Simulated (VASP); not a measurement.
# Ga3O2 (P4/mmm) in VASP: a series of runs

Runs on Ga3O2. Level: PBE. Tasks: single point, relaxation of cell and atoms.

Everything below comes from runs of VASP 6.6.1. Logs are shortened: lines on timing, memory, paths and dates and some standing lists are left out, and cuts for length are marked.

### 1 The cell of the first run

It takes space group P4/mmm (No. 123, tetragonal). Conventional cell: a = 3.866 Å, b = 3.866 Å, c = 6.004 Å, α = 90.00°, β = 90.00°, γ = 90.00°. Within 1.8 Å of Ga (site symmetry 4mm) lie 1 O at 1.37 Å and 1 Ga at 1.77 Å. Within 3.8 Å of Ga (site symmetry 4/mmm) lie 8 Ga at 2.87 Å and 8 O at 3.54 Å. O (site symmetry 4mm) has 1 Ga at 1.37 Å and 1 O at 1.50 Å within 1.8 Å.

### 2 Single point, PBE

File INCAR:

```
PREC = Accurate
ENCUT = 520
EDIFF = 1E-6
ISMEAR = 0
SIGMA = 0.1
LREAL = F
LASPH = T
NELM = 80
ALGO = Normal
ISIF = 2
LWAVE = F
LCHARG = F
GGA = PE
NBANDS = 34
```

File KPOINTS:

```
regular mesh
0
Gamma
  4 4 4
```

File POSCAR:

```
Ga3O2
1.0
    3.8656899400      0.0000000000      0.0000000000
    0.0000000000      3.8656899400      0.0000000000
    0.0000000000      0.0000000000      6.0035560100
Ga O
3 2
Direct
    0.0000000000      0.0000000000      0.6474508500
    0.0000000000      0.0000000000      0.3525491500
    0.5000000000      0.5000000000      0.5000000000
    0.0000000000      0.0000000000      0.1250947700
    0.0000000000      0.0000000000      0.8749052300
```

Potentials or basis: VASP PAW PBE potentials, release 64 (Ga_d, O).

Launch:

```console
$ cat potpaw_PBE.64/Ga_d/POTCAR potpaw_PBE.64/O/POTCAR > POTCAR
$ mpirun -np 1 vasp_std > vasp.out
```

OUTCAR:

```text
PREC = Accurate
   ENCUT = 520
   EDIFF = 1E-6
   ISMEAR = 0
   LREAL = F
   LASPH = T
   NELM = 80
   ISIF = 2
   GGA = PE

 ion  position               nearest neighbor table
   1  0.000  0.000  0.647-   5 1.37   2 1.77   3 2.87   3 2.87   3 2.87   3 2.87
   2  0.000  0.000  0.353-   4 1.37   1 1.77   3 2.87   3 2.87   3 2.87   3 2.87
   3  0.500  0.500  0.500-   1 2.87   2 2.87   1 2.87   2 2.87   1 2.87   2 2.87   1 2.87   2 2.87

   4  0.000  0.000  0.125-   2 1.37   5 1.50
   5  0.000  0.000  0.875-   1 1.37   4 1.50

  LATTYP: Found a simple tetragonal cell.
 ALAT       =     3.8656899400
 C/A-ratio  =     1.5530360953

  Lattice vectors:

 A1 = (   3.8656899400,   0.0000000000,   0.0000000000)
 A2 = (   0.0000000000,   3.8656899400,   0.0000000000)
 A3 = (   0.0000000000,   0.0000000000,   6.0035560100)

Analysis of symmetry for initial positions (statically):
=====================================================================
 Subroutine PRICEL returns:
 Original cell was already a primitive cell.

 Routine SETGRP: Setting up the symmetry group for a
 simple tetragonal supercell.

 Subroutine GETGRP returns: Found 16 space group operations
 (whereof 16 operations were pure point group operations)
 out of a pool of 16 trial point group operations.

The static configuration has the point symmetry D_4h.

Analysis of symmetry for dynamics (positions and initial velocities):
=====================================================================
 Subroutine PRICEL returns:
 Original cell was already a primitive cell.

 Routine SETGRP: Setting up the symmetry group for a
 simple tetragonal supercell.

 Subroutine GETGRP returns: Found 16 space group operations
 (whereof 16 operations were pure point group operations)
 out of a pool of 16 trial point group operations.

The dynamic configuration has the point symmetry D_4h.

 Subroutine INISYM returns: Found 16 space group operations
 (whereof 16 operations are pure point group operations),
 and found     1 'primitive' translations

----------------------------------------------------------------------------------------

                                     Primitive cell

  volume of cell :      89.7145

  direct lattice vectors                    reciprocal lattice vectors
     3.865689940  0.000000000  0.000000000     0.258686034  0.000000000  0.000000000
     0.000000000  3.865689940  0.000000000     0.000000000  0.258686034  0.000000000
     0.000000000  0.000000000  6.003556010     0.000000000  0.000000000  0.166567947

  length of vectors
     3.865689940  3.865689940  6.003556010     0.258686034  0.258686034  0.166567947

  position of ions in fractional coordinates (direct lattice)
     0.000000000  0.000000000  0.647450850
     0.000000000  0.000000000  0.352549150
     0.500000000  0.500000000  0.500000000
     0.000000000  0.000000000  0.125094770
     0.000000000  0.000000000  0.874905230

  ion indices of the primitive-cell ions
   primitive index   ion index
                 1           1
                 2           2
                 3           3
                 4           4
                 5           5

----------------------------------------------------------------------------------------

 KPOINTS: regular mesh

Automatic generation of k-mesh.
 Grid dimensions read from file:
 generate k-points for:    4    4    4

 Generating k-lattice:

  Cartesian coordinates                     Fractional coordinates (reciprocal lattice)
     0.064671509  0.000000000  0.000000000     0.250000000  0.000000000  0.000000000
     0.000000000  0.064671509  0.000000000     0.000000000  0.250000000  0.000000000
     0.000000000  0.000000000  0.041641987     0.000000000  0.000000000  0.250000000

  Length of vectors
     0.064671509  0.064671509  0.041641987

  Shift w.r.t. Gamma in fractional coordinates (k-lattice)
     0.000000000  0.000000000  0.000000000

 Subroutine IBZKPT returns following result:
 ===========================================

 Found     18 irreducible k-points:

 Following reciprocal coordinates:
            Coordinates               Weight
  0.000000  0.000000  0.000000      1.000000
  0.250000  0.000000  0.000000      4.000000
  0.500000  0.000000  0.000000      2.000000
  0.250000  0.250000  0.000000      4.000000
  0.500000  0.250000  0.000000      4.000000
  0.500000  0.500000  0.000000      1.000000
[... 10 lines left out ...]
  0.500000  0.250000  0.500000      4.000000
  0.500000  0.500000  0.500000      1.000000
   k-points           NKPTS =     18   k-points in BZ     NKDIM =     18   number of bands    NBANDS=     34
   number of dos      NEDOS =    301   number of ions     NIONS =      5
   total plane-waves  NPLWV =  43200
   dimension x,y,z NGX =    30 NGY =   30 NGZ =   48
   dimension x,y,z NGXF=    60 NGYF=   60 NGZF=   96
   ions per type =               3   2
   NGX,Y,Z   is equivalent  to a cutoff of  12.90, 12.90, 13.29 a.u.
   NGXF,Y,Z  is equivalent  to a cutoff of  25.80, 25.80, 26.58 a.u.
 SYSTEM =  unknown system
   PREC   = accura    normal or accurate (medium, high low for compatibility)
   ISTART =      0    job   : 0-new  1-cont  2-samecut
   ICHARG =      2    charge: 1-file 2-atom 10-const
   ISPIN  =      1    spin polarized calculation?
   LNONCOLLINEAR =      F non collinear calculations
   LSORBIT =      F    spin-orbit coupling
   LASPH  =      T    aspherical Exc in radial PAW
   ENCUT  =  520.0 eV  38.22 Ry    6.18 a.u.   7.19  7.19 11.16*2*pi/ulx,y,z
   NELM   =     80;   NELMIN=  2; NELMDL= -5     # of ELM steps
   EDIFF  = 0.1E-05   stopping-criterion for ELM
   LREAL  =      F    real-space projection
   EDIFFG = 0.1E-04   stopping-criterion for IOM
   NSW    =      0    number of steps for IOM
   IBRION =     -1    ionic relax: 0-MD 1-quasi-New 2-CG
   NFREE  =      0    steps in history (QN), initial steepest desc. (CG)
   ISIF   =      2    stress and relaxation
   ISYM   =      2    0-nonsym 1-usesym 2-fastsym
   POTIM  = 0.5000    time-step for ionic-motion
   TEBEG  =    0.0;   TEEND  =   0.0 temperature during run
   PSTRESS=    0.0 pullay stress
   NELECT =      51.0000    total number of electrons
   NUPDOWN=      -1.0000    fix difference up-down
   EMIN   =  10.00;   EMAX   =-10.00  energy-range for DOS
   EFERMI =   0.00;   METHOD = LEGACY
   ISMEAR =     0;   SIGMA  =   0.10  broadening in eV -4-tet -1-fermi 0-gaus
   EFERMI_NEDOS =   21; number of points for ismear=-14 and -15
   IALGO  =     38    algorithm
   IMIX   =      4    mixing-type and parameters
     AMIX     =   0.40;   BMIX     =  1.00
     AMIX_MAG =   1.60;   BMIX_MAG =  1.00
  volume/ion in A,a.u.               =      17.94       121.08
  Fermi-wavevector in a.u.,A,eV,Ry     =   1.356159  2.562769 25.023398  1.839168
  Thomas-Fermi vector in A             =   2.483186
   LORBIT       =      0    0 simple, 1 ext, 2 COOP (PROOUT), +10 PAW based schemes
   GGA     = PE    functional components
   LHFCALC =     F    Hartree Fock is set to
   AEXX    =    0.0000 exact exchange contribution
   IVDW    =     0    specifies the selected vdW correction
   LEPSILON=     F    determine dielectric tensor
   LRPA    =     F    only Hartree local field effects (RPA)
 non-spin polarized calculation
 Gauss-broadening in eV      SIGMA  =   0.10
  energy-cutoff  :      520.00
  volume of cell :       89.71
 maximum number of plane-waves:      2447
 NGX is ok and might be reduce to    30
   NGX = 15   NGY = 15   NGZ = 23

 number of electron      51.0000011 magnetization

 Free energy of the ion-electron system (eV)
  ---------------------------------------------------
  ext. energy  EPLUGINS =         0.00000000
  ---------------------------------------------------
  free energy    TOTEN  =        -5.30092478 eV

  energy without entropy =       -5.29834208  energy(sigma->0) =       -5.29963343

 E-fermi :   3.2775     XC(G=0):  -9.1510

 val. band max:        3.2617399193   @ k =   0.0000   0.0000   0.0000
 cond. band min:       3.5404791931   @ k =   0.2500   0.2500   0.5000
 fundamental gap:      0.2787392739
 Fermi energy:         3.2775000172

 k-point     1 :       0.0000    0.0000    0.0000
  band No.  band energies     occupation
      1     -21.0816      2.00000
      2     -18.5282      2.00000
      3     -14.7195      2.00000
      4     -14.0340      2.00000
      5     -14.0340      2.00000
      6     -12.8061      2.00000
[... 26 lines left out ...]
     33      12.1016      0.00000
     34      12.1018      0.00000

 k-point     2 :       0.2500    0.0000    0.0000
  band No.  band energies     occupation
      1     -21.0736      2.00000
      2     -18.5232      2.00000
      3     -14.7126      2.00000
      4     -14.0469      2.00000
      5     -14.0369      2.00000
      6     -12.7925      2.00000
[... 26 lines left out ...]
     33      10.5538      0.00000
     34      11.5150      0.00000

 k-point     3 :       0.5000    0.0000    0.0000
  band No.  band energies     occupation
      1     -21.0656      2.00000
      2     -18.5186      2.00000
      3     -14.7059      2.00000
      4     -14.0596      2.00000
      5     -14.0397      2.00000
      6     -12.7784      2.00000
[... 26 lines left out ...]
     33      10.6359      0.00000
     34      12.3229      0.00000
[... 482 lines left out ...]
 k-point    17 :       0.5000    0.2500    0.5000
  band No.  band energies     occupation
      1     -20.6671      2.00000
      2     -19.4236      2.00000
      3     -14.0287      2.00000
      4     -14.0194      2.00000
      5     -13.0133      2.00000
      6     -12.7961      2.00000
[... 26 lines left out ...]
     33      12.0384      0.00000
     34      12.0997      0.00000

 k-point    18 :       0.5000    0.5000    0.5000
  band No.  band energies     occupation
      1     -20.6592      2.00000
      2     -19.4198      2.00000
      3     -14.0239      2.00000
      4     -14.0239      2.00000
      5     -13.0027      2.00000
      6     -12.8136      2.00000
[... 26 lines left out ...]
     33      13.5719      0.00000
     34      14.1679      0.00000

------------------------ aborting loop because EDIFF is reached ----------------------------------------

  FORCE on cell =-STRESS in cart. coord.  units (eV):
  Direction    XX          YY          ZZ          XY          YZ          ZX
  --------------------------------------------------------------------------------------
  -------------------------------------------------------------------------------------
  Total        1.5345670      1.5345670    116.2501353      0.0000000      0.0000000     -0.0000000
  in kB       27.4052549     27.4052549   2076.0673975      0.0000000      0.0000000     -0.0000000
  external PRESSURE =     710.2926358 kB  Pullay stress =       0.0000000 kB

 VOLUME and BASIS-vectors are now :
 -----------------------------------------------------------------------------
  energy-cutoff  :      520.00
  volume of cell :       89.71
      direct lattice vectors                 reciprocal lattice vectors
     3.865689940  0.000000000  0.000000000     0.258686034  0.000000000  0.000000000
     0.000000000  3.865689940  0.000000000     0.000000000  0.258686034  0.000000000
     0.000000000  0.000000000  6.003556010     0.000000000  0.000000000  0.166567947

 POSITION                                       TOTAL-FORCE (eV/Angst)
 -----------------------------------------------------------------------------------
      0.00000      0.00000      3.88701         0.000000     -0.000000     -9.421884
      0.00000      0.00000      2.11655        -0.000000      0.000000      9.421884
      1.93284      1.93284      3.00178        -0.000000      0.000000      0.000000
      0.00000      0.00000      0.75101        -0.000000      0.000000    -25.537976
      0.00000      0.00000      5.25254        -0.000000      0.000000     25.537976
 -----------------------------------------------------------------------------------
    total drift:                                0.000000      0.000000      0.000000

  FREE ENERGIE OF THE ION-ELECTRON SYSTEM (eV)
  ---------------------------------------------------
  free  energy   TOTEN  =        -5.3009247804 eV

  energy  without entropy=       -5.2983420801  energy(sigma->0) =       -5.29963343
```

It took 40 s on 1 thread of Intel Xeon 6975P-C (Granite Rapids), shared host; peak memory 0.2 GiB.

Results:

```yaml
Free_energy: -5.3009 eV
Pressure: 71.0 GPa
Largest_force: 25.538 eV/Å
```

Forces on the atoms (eV/Å):
```
Ga    0.000   0.000  -9.422
Ga    0.000   0.000   9.422
Ga    0.000   0.000   0.000
O     0.000   0.000 -25.538
O     0.000   0.000  25.538
```

Stress tensor (GPa, compression positive):
```
  2.74   0.00   0.00
  0.00   2.74   0.00
  0.00   0.00 207.61
```

Caveat: the k points lie up to 0.41 Å⁻¹ apart; an odd number of electrons without spin polarisation forces a metal; a magnetic or distorted state may lie lower.

### 3 Single point, PBE

This run uses another cell than the first one, of 19.40 Å³/atom, 1.081 times its volume.

File INCAR:

```
PREC     = Accurate       # precision mode
ENCUT    = 520            # plane-wave cutoff, eV
EDIFF    = 1E-6           # SCF threshold, eV
ISMEAR   = 0              # smearing method
SIGMA    = 0.1            # smearing width, eV
LREAL    = False          # projectors in reciprocal space
LASPH    = True           # aspherical terms in the spheres
NELM     = 60             # most SCF steps
ALGO     = Normal         # electronic algorithm
ISIF     = 2              # what is computed and relaxed
LWAVE    = False          # write WAVECAR
LCHARG   = True           # write CHGCAR
GGA      = PE             # functional
LELF     = True           # ELF
LVHAR    = True         
NBANDS   = 34             # bands
```

File KPOINTS:

```
Automatic mesh
0
Gamma
  4 4 4
```

File POSCAR:

```
Ga3O2
1.0
    3.4656710296      0.0000000000      0.0000000000
    0.0000000000      3.4656710296      0.0000000000
    0.0000000000      0.0000000000      8.0765817351
Ga O
3 2
Direct
    0.0000000000      0.0000000000      0.6913058375
    0.0000000000      0.0000000000      0.3086941625
    0.5000000000      0.5000000000      0.5000000000
    0.0000000000      0.0000000000      0.0846944628
    0.0000000000      0.0000000000      0.9153055372
```

Potentials or basis: VASP PAW PBE potentials, release 64 (Ga_d, O).

Launch:

```console
$ cat potpaw_PBE.64/Ga_d/POTCAR potpaw_PBE.64/O/POTCAR > POTCAR
$ mpirun -np 1 vasp_std > vasp.out
```

Wall time 36 s (1 thread of Intel Xeon 6975P-C (Granite Rapids), shared host); peak memory 0.21 GiB.

Results (log left out):

| Item | Value |
| --- | --- |
| Free energy | -18.3406 eV |
| Pressure | 0.1 GPa |
| Largest force | 0.213 eV/Å |

Forces on the atoms (eV/Å):
```
Ga   0.000  0.000 -0.026
Ga   0.000  0.000  0.026
Ga   0.000  0.000  0.000
O    0.000  0.000  0.213
O    0.000  0.000 -0.213
```

Stress tensor (GPa, compression positive):
```
-0.12  0.00  0.00
 0.00 -0.12  0.00
 0.00  0.00  0.65
```

Levels at points of the mesh, in eV from the Fermi level:
| k point | band 21 | band 22 | band 23 | band 24 | band 25 | band 26 | band 27 | band 28 | band 29 | band 30 |
| --- | --- | --- | --- | --- | --- | --- | --- | --- | --- | --- |
| (0.00, 0.00, 0.00) | -4.45 | -4.45 | -0.31 | -0.31 | 1.15 | 2.29 | 2.29 | 3.52 | 3.60 | 6.26 |
| (0.50, 0.00, 0.00) | -5.01 | -4.38 | -3.04 | -2.52 | -0.21 | 0.17 | 3.77 | 4.17 | 4.82 | 5.37 |
| (0.50, 0.50, 0.00) | -3.72 | -3.24 | -2.41 | -2.41 | -1.33 | -1.31 | -1.31 | 2.04 | 2.12 | 2.12 |
| (0.00, 0.00, 0.50) | -4.45 | -4.19 | -0.46 | -0.38 | -0.38 | 2.49 | 2.49 | 3.50 | 5.29 | 5.94 |
| (0.50, 0.00, 0.50) | -5.32 | -4.37 | -1.83 | -1.49 | -1.01 | -0.23 | 1.62 | 4.46 | 5.37 | 5.84 |
| (0.50, 0.50, 0.50) | -3.74 | -3.71 | -2.88 | -2.88 | -0.40 | -0.40 | -0.01 | 1.34 | 1.34 | 2.01 |

Caveat: the k points lie up to 0.45 Å⁻¹ apart; an odd number of electrons without spin polarisation forces a metal; a magnetic or distorted state may lie lower.

### 4 Single point, PBE

This run uses another cell than the first one, of 20.19 Å³/atom, 1.125 times its volume.

File INCAR:

```
PREC = Accurate
ENCUT = 520
EDIFF = 1E-6
ISMEAR = 0
SIGMA = 0.1
LREAL = F
LASPH = T
NELM = 100
ALGO = Normal
ISIF = 2
LWAVE = F
LCHARG = F
GGA = PE
NBANDS = 34
```

File KPOINTS:

```
regular mesh
0
Gamma
  6 6 2
```

File POSCAR:

```
Ga3O2
1.0
    3.5358792223      0.0000000000      0.0000000000
    0.0000000000      3.5358792223      0.0000000000
    0.0000000000      0.0000000000      8.0754147456
Ga O
3 2
Direct
    0.0000000000      0.0000000000      0.6907058872
    0.0000000000      0.0000000000      0.3092941128
    0.5000000000      0.5000000000      0.5000000000
    0.0000000000      0.0000000000      0.0848733732
    0.0000000000      0.0000000000      0.9151266268
```

Launch:

```console
$ cat potpaw_PBE.64/Ga_d/POTCAR potpaw_PBE.64/O/POTCAR > POTCAR
$ mpirun -np 1 vasp_std > vasp.out
```

Run time: 36 s. Hardware: 1 thread of Intel Xeon 6975P-C (Granite Rapids), shared host; peak memory 0.22 GiB.

It converged, with:

| Property | Result |
| --- | --- |
| Free energy | -18.2392 eV |
| Pressure | 0.4 GPa |
| Largest force | 0.218 eV/Å |

Forces in eV/Å, atoms in the order of the input:
```
Ga   0.000  0.000 -0.066
Ga   0.000  0.000  0.066
Ga   0.000  0.000  0.000
O    0.000  0.000  0.218
O    0.000  0.000 -0.218
```

Stress tensor (GPa, compression positive):
```
0.15 0.00 0.00
0.00 0.15 0.00
0.00 0.00 0.81
```

Levels at points of the mesh, in eV from the Fermi level:
```
           k point  band 21  band 22  band 23  band 24  band 25  band 26  band 27  band 28  band 29  band 30
(0.00, 0.00, 0.00)    -4.62    -4.62    -0.50    -0.50     0.93     2.02     2.02     3.24     3.40     5.94
(0.50, 0.00, 0.00)    -5.09    -4.55    -3.12    -2.50    -0.41     0.09     3.64     4.06     4.68     4.98
(0.50, 0.50, 0.00)    -3.91    -3.42    -2.41    -2.41    -1.57    -1.41    -1.41     1.91     2.04     2.04
(0.00, 0.00, 0.50)    -4.62    -4.12    -0.58    -0.58    -0.57     2.23     2.23     3.05     5.15     5.61
(0.50, 0.00, 0.50)    -5.39    -4.55    -1.90    -1.44    -1.12    -0.43     1.52     4.31     4.98     5.42
(0.50, 0.50, 0.50)    -3.95    -3.90    -2.89    -2.89    -0.52    -0.52    -0.23     1.29     1.29     1.88
```

Caveat: the k points lie up to 0.39 Å⁻¹ apart; an odd number of electrons without spin polarisation forces a metal; a magnetic or distorted state may lie lower.

[end of part 1 of 2]
